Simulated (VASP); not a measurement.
# CuPt (R-3m) in VASP: notebook, part 2 of 2

VASP 6.6.1. The steps go on from the part before.

## Step 4: Single point, LDA, collinear spin, zero start

File INCAR:

```
SYSTEM = CuPt
PREC = Accurate
ENCUT = 520
EDIFF = 1E-6
ISMEAR = -1
SIGMA = 0.1
LREAL = .False.
LASPH = .True.
NELM = 150
ALGO = Normal
ISIF = 2
LWAVE = .False.
LCHARG = .False.
ISPIN = 2
MAGMOM = 0 0
LORBIT = 11
NUPDOWN = 0.0
LMAXMIX = 4
GGA = CA
NBANDS = 22
```

File KPOINTS:

```
Automatic mesh
0
Gamma
  14 14 14
  0 0 0
```

File POSCAR:

```
CuPt
1.0
    1.3622969706      0.7865225227      4.2444549900
   -1.3622969706      0.7865225227      4.2444549900
    0.0000000000     -1.5730450454      4.2444549900
Cu Pt
1 1
Direct
    0.0000000000      0.0000000000      0.0000000000
    0.5000000000      0.5000000000      0.5000000000
```

Potentials or basis: VASP PAW LDA potentials, release 64 (Cu, Pt).

The run is started by

```console
> cat potpaw_LDA.64/Cu/POTCAR potpaw_LDA.64/Pt/POTCAR > POTCAR
> mpirun -np 1 vasp_std > vasp.out
```

OUTCAR:

```text
SYSTEM = CuPt
   PREC = Accurate
   ENCUT = 520
   EDIFF = 1E-6
   ISMEAR = -1
   LREAL = .False.
   LASPH = .True.
   NELM = 150
   ISIF = 2
   ISPIN = 2
   LORBIT = 11
   NUPDOWN = 0.0
   GGA = CA

 ion  position               nearest neighbor table
   1  0.000  0.000  0.000-   2 2.64   2 2.64   2 2.64   2 2.64   2 2.64   2 2.64
   2  0.500  0.500  0.500-   1 2.64   1 2.64   1 2.64   1 2.64   1 2.64   1 2.64

  LATTYP: Found a trigonal (rhomboedric) cell.
 ALAT       =     4.5265736354
 COS(alpha) =     0.8188516435

  Lattice vectors:

 A1 = (   1.3622969706,   0.7865225227,   4.2444549900)
 A2 = (  -1.3622969706,   0.7865225227,   4.2444549900)
 A3 = (   0.0000000000,  -1.5730450454,   4.2444549900)

Analysis of symmetry for initial positions (statically):
=====================================================================
 Subroutine PRICEL returns:
 Original cell was already a primitive cell.

 Routine SETGRP: Setting up the symmetry group for a
 trigonal (rhombohedral) supercell.

 Subroutine GETGRP returns: Found 12 space group operations
 (whereof 12 operations were pure point group operations)
 out of a pool of 12 trial point group operations.

The static configuration has the point symmetry D_3d.

Analysis of symmetry for dynamics (positions and initial velocities):
=====================================================================
 Subroutine PRICEL returns:
 Original cell was already a primitive cell.

 Routine SETGRP: Setting up the symmetry group for a
 trigonal (rhombohedral) supercell.

 Subroutine GETGRP returns: Found 12 space group operations
 (whereof 12 operations were pure point group operations)
 out of a pool of 12 trial point group operations.

The dynamic configuration has the point symmetry D_3d.

Analysis of structural, dynamic, and magnetic symmetry:
=====================================================================
 Subroutine PRICEL returns:
 Original cell was already a primitive cell.

[... 151 lines left out ...]
  ext. energy  EPLUGINS =         0.00000000
  ---------------------------------------------------
  free energy    TOTEN  =       -12.50272506 eV

  energy without entropy =      -12.47809266  energy(sigma->0) =      -12.49040886

 E-fermi :   9.0942     XC(G=0): -13.3194

 val. band max:        9.0634242599   @ k =  -0.2857   0.1429   0.1429
 cond. band min:       9.1067193436   @ k =   0.2143   0.2143   0.1429
 fundamental gap:      0.0432950837
 Fermi energy:         9.0942177394

 spin component 1

 k-point     1 :       0.0000    0.0000    0.0000
  band No.  band energies     occupation
      1      -0.5575      1.00000
      2       2.8970      1.00000
      3       5.4016      1.00000
      4       5.4016      1.00000
      5       6.2737      1.00000
      6       6.2737      1.00000
[... 589 lines left out ...]
     21      34.1509      0.00000
     22      36.0211      0.00000

 [... further k-points ...]

 spin component 2

 k-point     1 :       0.0000    0.0000    0.0000
  band No.  band energies     occupation
      1      -0.5575      1.00000
      2       2.8970      1.00000
      3       5.4016      1.00000
      4       5.4016      1.00000
      5       6.2737      1.00000
      6       6.2737      1.00000
[... 589 lines left out ...]
     21      34.1509      0.00000
     22      36.0211      0.00000

 [... further k-points ...]

------------------------ aborting loop because EDIFF is reached ----------------------------------------

  FORCE on cell =-STRESS in cart. coord.  units (eV):
  Direction    XX          YY          ZZ          XY          YZ          ZX
  --------------------------------------------------------------------------------------
  -------------------------------------------------------------------------------------
  Total       -1.6074824     -1.6074824     -1.3931799     -0.0000000     -0.0000000      0.0000000
  in kB      -94.3844997    -94.3844997    -81.8015693     -0.0000000     -0.0000000      0.0000000
  external PRESSURE =     -90.1901896 kB  Pullay stress =       0.0000000 kB

 VOLUME and BASIS-vectors are now :
 -----------------------------------------------------------------------------
  energy-cutoff  :      520.00
  volume of cell :       27.29
      direct lattice vectors                 reciprocal lattice vectors
     1.362296971  0.786522523  4.244454990     0.367027169  0.211903235  0.078533836
    -1.362296971  0.786522523  4.244454990    -0.367027169  0.211903235  0.078533836
     0.000000000 -1.573045045  4.244454990     0.000000000 -0.423806469  0.078533836

 POSITION                                       TOTAL-FORCE (eV/Angst)
 -----------------------------------------------------------------------------------
      0.00000      0.00000      0.00000         0.000000     -0.000000     -0.000000
      0.00000      0.00000      6.36668        -0.000000      0.000000      0.000000
 -----------------------------------------------------------------------------------
    total drift:                                0.000000      0.000000      0.000000

  FREE ENERGIE OF THE ION-ELECTRON SYSTEM (eV)
  ---------------------------------------------------
  free  energy   TOTEN  =       -12.5027250633 eV

  energy  without entropy=      -12.4780926565  energy(sigma->0) =      -12.49040886

 total charge

# of ion       s       p       d       tot
------------------------------------------
    1        0.405   0.357   9.209   9.971
    2        0.682   0.615   8.080   9.377
--------------------------------------------------
tot          1.087   0.971  17.290  19.348

 magnetization (x)

# of ion       s       p       d       tot
------------------------------------------
    1       -0.000  -0.000  -0.000  -0.000
    2        0.000   0.000   0.000   0.000
--------------------------------------------------
tot          0.000  -0.000   0.000   0.000
```

stdout:

```text
POSCAR found type information on POSCAR CuPt
 POSCAR found :  2 types and       2 ions
 scaLAPACK will be used
 LDA part: xc-table for (Slater(with rela. corr.)+CA(PZ))
 , standard interpolation
 POSCAR, INCAR and KPOINTS ok, starting setup
 FFT: planning ... GRIDC
 FFT: planning ... GRID_SOFT
 FFT: planning ... GRID
 WAVECAR not read
 entering main loop
```

Wall time 12 min (1 thread of Intel Xeon 8259CL, shared host); peak memory 0.41 GiB.

What came out:

| Property | Result |
| --- | --- |
| Free energy | -12.5027 eV |
| Pressure | -9.0 GPa |
| Net moment | 0.00 μB per cell |
| Valence electrons inside the program's atomic spheres | Cu 9.97; Pt 9.38 |

Caveat: the cell stands under tension; spin-orbit coupling is left out, which moves the levels of the heavy elements; the total moment is fixed, so each spin has its own Fermi level.

## Step 5: Single point, LDA, collinear spin

File INCAR:

```
SYSTEM = CuPt
PREC = Accurate ; ENCUT = 520
EDIFF = 1E-7 ; ISMEAR = -1
SIGMA = 0.1 ; LREAL = .False.
LASPH = .True. ; NELM = 150
ALGO = Normal ; ISIF = 2
LWAVE = .False. ; LCHARG = .True.
ISPIN = 2 ; MAGMOM = 0.7 0.6
LORBIT = 11 ; LMAXMIX = 4
GGA = CA ; LELF = .True.
LVHAR = .True. ; NBANDS = 22
```

File KPOINTS:

```
regular mesh
0
Gamma
  14 14 14
  0 0 0
```

POSCAR is that of step 4.

Potentials or basis: VASP PAW LDA potentials, release 64 (Cu, Pt).

The run is started by

```console
> cat potpaw_LDA.64/Cu/POTCAR potpaw_LDA.64/Pt/POTCAR > POTCAR
> mpirun -np 1 vasp_std > vasp.out
```

OUTCAR:

```text
SYSTEM = CuPt
   PREC = Accurate
   ENCUT = 520
   EDIFF = 1E-7
   ISMEAR = -1
   LREAL = .False.
   LASPH = .True.
   NELM = 150
   ISIF = 2
   ISPIN = 2
   LORBIT = 11
   GGA = CA

 ion  position               nearest neighbor table
   1  0.000  0.000  0.000-   2 2.64   2 2.64   2 2.64   2 2.64   2 2.64   2 2.64
   2  0.500  0.500  0.500-   1 2.64   1 2.64   1 2.64   1 2.64   1 2.64   1 2.64

  LATTYP: Found a trigonal (rhomboedric) cell.
 ALAT       =     4.5265736354
 COS(alpha) =     0.8188516435

  Lattice vectors:

 A1 = (   1.3622969706,   0.7865225227,   4.2444549900)
[... 1417 lines left out ...]

 VOLUME and BASIS-vectors are now :
 -----------------------------------------------------------------------------
  energy-cutoff  :      520.00
  volume of cell :       27.29
      direct lattice vectors                 reciprocal lattice vectors
     1.362296971  0.786522523  4.244454990     0.367027169  0.211903235  0.078533836
    -1.362296971  0.786522523  4.244454990    -0.367027169  0.211903235  0.078533836
     0.000000000 -1.573045045  4.244454990     0.000000000 -0.423806469  0.078533836

 POSITION                                       TOTAL-FORCE (eV/Angst)
 -----------------------------------------------------------------------------------
      0.00000      0.00000      0.00000        -0.000000     -0.000000     -0.000000
      0.00000      0.00000      6.36668         0.000000      0.000000      0.000000
 -----------------------------------------------------------------------------------
    total drift:                                0.000000      0.000000      0.000000

  FREE ENERGIE OF THE ION-ELECTRON SYSTEM (eV)
  ---------------------------------------------------
  free  energy   TOTEN  =       -12.5027249933 eV

  energy  without entropy=      -12.4780893582  energy(sigma->0) =      -12.49040718

 total charge

# of ion       s       p       d       tot
------------------------------------------
    1        0.405   0.357   9.209   9.971
    2        0.682   0.615   8.080   9.377
--------------------------------------------------
tot          1.087   0.971  17.290  19.348

 magnetization (x)

# of ion       s       p       d       tot
------------------------------------------
    1       -0.000   0.000  -0.000  -0.000
    2        0.000  -0.000  -0.000  -0.000
--------------------------------------------------
tot          0.000   0.000  -0.000  -0.000
```

OSZICAR:

```text
N       E                     dE             d eps       ncg     rms          rms(c)
DAV:   1     0.116364714458E+03    0.11636E+03   -0.98949E+03 29476   0.136E+03
DAV:   2    -0.724041714810E+01   -0.12361E+03   -0.11344E+03 26970   0.267E+02
DAV:   3    -0.136426766578E+02   -0.64023E+01   -0.61760E+01 30096   0.598E+01
DAV:   4    -0.137476308345E+02   -0.10495E+00   -0.10486E+00 30432   0.655E+00
DAV:   5    -0.137510254167E+02   -0.33946E-02   -0.33944E-02 36246   0.124E+00    0.158E+01
DAV:   6    -0.140087074158E+02   -0.25768E+00   -0.12071E+01 30132   0.105E+02    0.871E+00
DAV:   7    -0.125407152759E+02    0.14680E+01   -0.40662E+00 34480   0.777E+01    0.506E+00
DAV:   8    -0.125157296689E+02    0.24986E-01   -0.15432E-01 36260   0.364E+00    0.233E+00
DAV:   9    -0.125028276797E+02    0.12902E-01   -0.16369E-02 38630   0.438E+00    0.402E-01
DAV:  10    -0.125027600910E+02    0.67589E-04   -0.14917E-03 34220   0.334E-01    0.133E-01
DAV:  11    -0.125027350880E+02    0.25003E-04   -0.21180E-05 39346   0.647E-02    0.357E-02
DAV:  12    -0.125027268537E+02    0.82342E-05   -0.19725E-05 34228   0.534E-02    0.188E-02
DAV:  13    -0.125027250221E+02    0.18316E-05   -0.29624E-06 36026   0.648E-02    0.340E-03
DAV:  14    -0.125027249933E+02    0.28802E-07   -0.32695E-07 29116   0.124E-02
   1 F= -.12502725E+02 E0= -.12490407E+02  d E =-.246356E-01  mag=    -0.0001
```

It took 12 min on 1 thread of Intel Xeon 8259CL, shared host; peak memory 0.41 GiB.

What came out:

| Property | Result |
| --- | --- |
| Free energy | -12.5027 eV |
| Pressure | -9.0 GPa |
| Net moment | 0.00 μB per cell |
| Valence electrons inside the program's atomic spheres | Cu 9.97; Pt 9.38 |

Stress tensor (GPa, compression positive):
```
-9.46  0.00  0.00
 0.00 -9.46  0.00
 0.00  0.00 -8.19
```

Levels at points of the mesh, in eV from the Fermi level:
Spin up:
```csv
k point,band 7,band 8,band 9,band 10,band 11,band 12,band 13,band 14,band 15,band 16
"(0.00, 0.00, 0.00)",-2.62,-1.77,-1.77,-0.34,-0.34,-0.05,5.90,15.38,18.46,18.46
"(0.50, 0.00, 0.00)",-2.16,-1.90,-1.44,0.48,0.94,3.41,6.43,8.76,11.95,15.21
"(0.50, 0.50, 0.00)",-1.11,-0.62,-0.47,-0.18,0.51,1.86,5.16,8.50,11.38,12.36
"(0.50, 0.50, 0.50)",-2.44,-2.44,-1.95,-1.95,-1.03,-1.03,12.51,15.79,15.83,20.78
```
Spin down:
```csv
k point,band 9,band 10,band 11,band 12,band 13,band 14
"(0.00, 0.00, 0.00)",-1.77,-0.34,-0.34,-0.05,5.90,15.38
"(0.50, 0.00, 0.00)",-1.44,0.48,0.94,3.41,6.43,8.76
"(0.50, 0.50, 0.00)",-0.47,-0.18,0.51,1.86,5.16,8.49
"(0.50, 0.50, 0.50)",-1.95,-1.95,-1.03,-1.03,12.51,15.79
```

Caveat: the cell stands under tension; spin-orbit coupling is left out, which moves the levels of the heavy elements.

## Step 6: Summary

| spin | fixed moment (μB) | pressure (GPa) | moment (μB) |
| --- | --- | --- | --- |
| collinear | 1.2 | -4.9 | 1.20 |
| collinear | 1.8 | -1.0 | 1.80 |
| collinear, zero start | 0.0 | -9.0 | 0.00 |
| collinear | - | -9.0 | 0.00 |

Alike in all rows: task single point; level LDA; potentials or basis VASP PAW LDA potentials, release 64 (Cu, Pt); cell as given; k mesh 14 × 14 × 14; cutoff (eV) 520; smearing fermi-dirac 0.1 eV.

Caveats: spin-orbit coupling is left out, which moves the levels of the heavy elements; the cell stands under tension (at least some runs); the total moment is fixed, so each spin has its own Fermi level (at least some runs).

Absolute energies hang on the potentials; compare differences alone.
